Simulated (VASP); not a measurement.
# Tc (P6_3/mmc) in VASP: a series of runs, part 2 of 2

VASP 6.6.1. Earlier steps stand in the parts before.

### 3 Single point, PBEsol

This run uses another cell than the first one, of 14.00 Å³/atom.

INCAR

```
SYSTEM = Tc
  PREC = Accurate
  ENCUT = 520
  EDIFF = 1E-6
  ISMEAR = -1
  SIGMA = 0.05
  LREAL = .FALSE.
  LASPH = .TRUE.
  NELM = 100
  ALGO = Normal
  ISIF = 2
  LWAVE = .FALSE.
  LCHARG = .FALSE.
  GGA = PS
  NBANDS = 20
```

KPOINTS

```
Automatic mesh
0
G
  11 11 6
  0 0 0
```

POSCAR

```
Tc
1.0
    2.7210164560      0.0000000000      0.0000000000
   -1.3605082280      2.3564693750      0.0000000000
    0.0000000000      0.0000000000      4.3667012595
Tc
2
Direct
    0.6666666667      0.3333333333      0.7500000000
    0.3333333333      0.6666666667      0.2500000000
```

Potentials or basis: VASP PAW PBE potentials, release 64 (Tc_pv).

Run with:

```console
cat potpaw_PBE.64/Tc_pv/POTCAR > POTCAR
mpirun -np 1 vasp_std > vasp.out
```

OUTCAR:

```text
SYSTEM = Tc
   PREC = Accurate
   ENCUT = 520
   EDIFF = 1E-6
   ISMEAR = -1
   LREAL = .FALSE.
   LASPH = .TRUE.
   NELM = 100
   ISIF = 2
   GGA = PS

 ion  position               nearest neighbor table
   1  0.667  0.333  0.750-   2 2.69   2 2.69   2 2.69   2 2.69   2 2.69   2 2.69
   2  0.333  0.667  0.250-   1 2.69   1 2.69   1 2.69   1 2.69   1 2.69   1 2.69

  LATTYP: Found a hexagonal cell.
 ALAT       =     2.7210164560
 C/A-ratio  =     1.6048051638

  Lattice vectors:

[... 739 lines left out ...]

------------------------ aborting loop because EDIFF is reached ----------------------------------------

  FORCE on cell =-STRESS in cart. coord.  units (eV):
  Direction    XX          YY          ZZ          XY          YZ          ZX
  --------------------------------------------------------------------------------------
  -------------------------------------------------------------------------------------
  Total       -0.1172013     -0.1172013     -0.1242548     -0.0000000      0.0000000      0.0000000
  in kB       -6.7065119     -6.7065119     -7.1101260     -0.0000000      0.0000000      0.0000000
  external PRESSURE =      -6.8410500 kB  Pullay stress =       0.0000000 kB

 VOLUME and BASIS-vectors are now :
 -----------------------------------------------------------------------------
  energy-cutoff  :      520.00
  volume of cell :       28.00
      direct lattice vectors                 reciprocal lattice vectors
     2.721016456  0.000000000  0.000000000     0.367509722  0.212181837  0.000000000
    -1.360508228  2.356469375  0.000000000     0.000000000  0.424363673  0.000000000
     0.000000000  0.000000000  4.366701260     0.000000000  0.000000000  0.229005819

 POSITION                                       TOTAL-FORCE (eV/Angst)
 -----------------------------------------------------------------------------------
      1.36051      0.78549      3.27503        -0.000000      0.000000      0.000000
     -0.00000      1.57098      1.09168         0.000000     -0.000000      0.000000
 -----------------------------------------------------------------------------------
    total drift:                               -0.000000      0.000000     -0.000000

  FREE ENERGIE OF THE ION-ELECTRON SYSTEM (eV)
  ---------------------------------------------------
  free  energy   TOTEN  =       -22.5416222943 eV

  energy  without entropy=      -22.5251117344  energy(sigma->0) =      -22.53336701
```

It took 45 s on 1 thread of AMD EPYC 7R13, shared host; peak memory 0.12 GiB.

Results:

| Property | Result |
| --- | --- |
| Free energy | -22.5416 eV |
| Pressure | -0.7 GPa |
| Band gap on the k mesh | zero (bands 13 and 14 overlap by 3.22 eV) |

Levels at points of the mesh, in eV from the Fermi level:
```
           k point  band 10  band 11  band 12  band 13  band 14  band 15  band 16  band 17
(0.00, 0.00, 0.00)    -1.60    -1.53    -0.85    -0.85    -0.11    -0.11     1.71     2.64
(0.00, 0.00, 0.50)    -1.93    -1.73    -1.73    -1.73    -1.73     1.95     1.95     1.95
```

Caveat: the PAW data sets were made with another functional, which shifts forces and pressure a little.

### 4 Relaxation of cell and atoms, PBEsol, target pressure 10 GPa, at which the enthalpy is minimised

This run uses another cell than the first one, of 14.30 Å³/atom.

INCAR

```
SYSTEM = Tc
PREC = Accurate
ENCUT = 600
EDIFF = 1E-6
ISMEAR = -1
SIGMA = 0.05
LREAL = .FALSE.
LASPH = .TRUE.
NELM = 100
ALGO = Normal
ISIF = 3
LWAVE = .FALSE.
LCHARG = .FALSE.
GGA = PS
IBRION = 2
NSW = 80
EDIFFG = -0.01
PSTRESS = 100.0
```

KPOINTS is that of step 3.

POSCAR

```
Tc
1.0
    2.7400000000      0.0000000000      0.0000000000
   -1.3700000000      2.3729096064      0.0000000000
    0.0000000000      0.0000000000      4.3980000000
Tc
2
Direct
    0.6666666667      0.3333333333      0.7500000000
    0.3333333333      0.6666666667      0.2500000000
```

Run with:

```console
cat potpaw_PBE.64/Tc_pv/POTCAR > POTCAR
mpirun -np 1 vasp_std > vasp.out
```

Run time: 3.8 min. Hardware: 1 thread of AMD EPYC 7R13, shared host; peak memory 0.15 GiB.

It converged, with:

```yaml
Free_energy: -22.5186 eV
Relaxed_volume: 13.58 Å³/atom
Relaxed_cell: a = 2.693 Å, b = 2.693 Å, c = 4.323 Å, α = 90.00°, β = 90.00°, γ = 120.00°
Space_group_after_relaxing_to_0.1_Å: P6_3/mmc (No. 194)
Energy_change_on_relaxing_the_run_minimises_the_enthalpy: +4.9 meV/atom
Ionic_steps: 5
Pressure_after_relaxing: 10.1 GPa
Band_gap_on_the_k_mesh: zero (bands 13 and 14 overlap by 3.37 eV)
```

Step by step:
```
step  energy change (eV)  largest force (eV/Å)  pressure (GPa)  volume (Å³)
   1              0.0000                0.0000           -7.10        28.59
   2              1.4265                0.0000          106.50        22.73
   3              0.0033                0.0000            8.55        27.27
   4              0.0082                0.0000            9.73        27.18
   5              0.0099                0.0000           10.09        27.16
```

Final structure:
```
CELL_PARAMETERS angstrom
2.69338 0.00000 0.00000
-1.34669 2.33253 0.00000
0.00000 0.00000 4.32258
ATOMIC_POSITIONS crystal
Tc 0.66667 0.33333 0.75000
Tc 0.33333 0.66667 0.25000
```

Levels at points of the mesh, in eV from the Fermi level:
```
           k point  band 10  band 11  band 12  band 13  band 14  band 15  band 16  band 17
(0.00, 0.00, 0.00)    -1.68    -1.61    -0.90    -0.90    -0.13    -0.13     1.81     2.75
(0.00, 0.00, 0.50)    -1.99    -1.82    -1.82    -1.82    -1.82     2.03     2.03     2.03
```

Caveat: the cell is relaxed towards a set pressure, so the run minimises the enthalpy, not the energy; the PAW data sets were made with another functional, which shifts forces and pressure a little.

### 5 Summary

| task | cell | cutoff (eV) | gap on the mesh (eV) | pressure (GPa) |
| --- | --- | --- | --- | --- |
| single point | a = 2.708, b = 2.708, c = 4.345 Å, angles 90.0, 90.0, 120.0°, 2 atoms | 520 | none | 4.3 |
| single point | a = 2.721, b = 2.721, c = 4.367 Å, angles 90.0, 90.0, 120.0°, 2 atoms | 520 | none | -0.7 |
| relaxation of cell and atoms | relaxed to 10 GPa from a = 2.740, b = 2.740, c = 4.398 Å, angles 90.0, 90.0, 120.0°, 2 atoms | 600 | none | 10.1 |

Alike in all rows: level PBEsol; potentials or basis VASP PAW PBE potentials, release 64 (Tc_pv); no spin polarisation; k mesh 11 × 11 × 6; smearing fermi-dirac 0.05 eV.

Caveats: the PAW data sets were made with another functional, which shifts forces and pressure a little; the cell stands under pressure (at least some runs); the cell is relaxed towards a set pressure, so the run minimises the enthalpy, not the energy (at least some runs).

Total energies depend on the potentials used, so only differences within one code and one set of settings carry meaning.
